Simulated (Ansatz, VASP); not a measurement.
Two plane-wave programs on SnPt3

INCAR

```
SYSTEM = SnPt3
PREC = Accurate ; ENCUT = 520
EDIFF = 1E-8 ; ISMEAR = -1
SIGMA = 0.05 ; LREAL = .False.
LASPH = .True. ; NELM = 80
ALGO = Normal ; ISIF = 2
LWAVE = .False. ; LCHARG = .False.
LEFG = .True. ; NBANDS = 30
```

File KPOINTS:

```
Automatic mesh
0
Gamma
  8 8 8
  0 0 0
```

File POSCAR:

```
SnPt3
1.0
    4.0000000000      0.0000000000      0.0000000000
    0.0000000000      4.0000000000      0.0000000000
    0.0000000000      0.0000000000      4.0400000000
Sn Pt
1 3
Direct
    0.0000000000      0.0000000000      0.0000000000
    0.0000000000      0.5000000000      0.5000000000
    0.5000000000      0.0000000000      0.5000000000
    0.5000000000      0.5000000000      0.0000000000
```

Input for Ansatz:

```yaml
crystal:
  lattice:
    - [4.0, 0.0, 0.0]
    - [0.0, 4.0, 0.0]
    - [0.0, 0.0, 4.04]
  atoms:
    - { symbol: Sn, position: [0.0, 0.0, 0.0] }
    - { symbol: Pt, position: [0.0, 0.5, 0.5] }
    - { symbol: Pt, position: [0.5, 0.0, 0.5] }
    - { symbol: Pt, position: [0.5, 0.5, 0.0] }
kpoints:
  mp_grid: { grid: [8, 8, 8] }
scf:
  occupations: { method: fermi_dirac, width: 0.05 }
hamiltonian:
  xc: lda
  pseudopotentials: { kind: paw }
output:
  forces: true
  stress: true
  eigenvalues: true
  efg: { contact_densities: true }
  write_density: true
  write_potential: true
  elf: true
  volumetric_format: npy
```

Change from the starting cell: zz strain of +1 %, PAW files.

Alike in both runs: task electric field gradients; functional LDA; k mesh 8 × 8 × 8; occupations fermi-dirac, width 0.05 eV; no spin polarisation.

|  | VASP | Ansatz |
| --- | --- | --- |
| version | VASP 6.6.1 | Ansatz 0.2.0 |
| potentials or method | VASP PAW LDA potentials, release 64 (Sn_d, Pt) | PAW with Ansatz's default frozen-core files, scalar-relativistic |
| plane-wave cutoff (eV) | 520 | 420 |
| valence electrons in the cell | 44 | 68 |

|  | VASP | Ansatz | Ansatz less VASP |
| --- | --- | --- | --- |
| pressure (GPa) | -5.1 | -5.8 | -0.68 |
| traceless stress, the component that is largest in VASP (GPa) | -0.79 | -0.78 | +0.009 |
| size of Vzz on the site where it differs most (V/Å²) | 138.8 | 150.8 | +12.09 |

LDA's correlation is that of Perdew and Zunger in VASP and of Perdew and Wang (1992) in Ansatz. VASP's potentials hold 44 valence electrons a cell and Ansatz's 68, so a difference there can come from the potentials and not from the codes.

Neither program's run includes spin-orbit coupling.
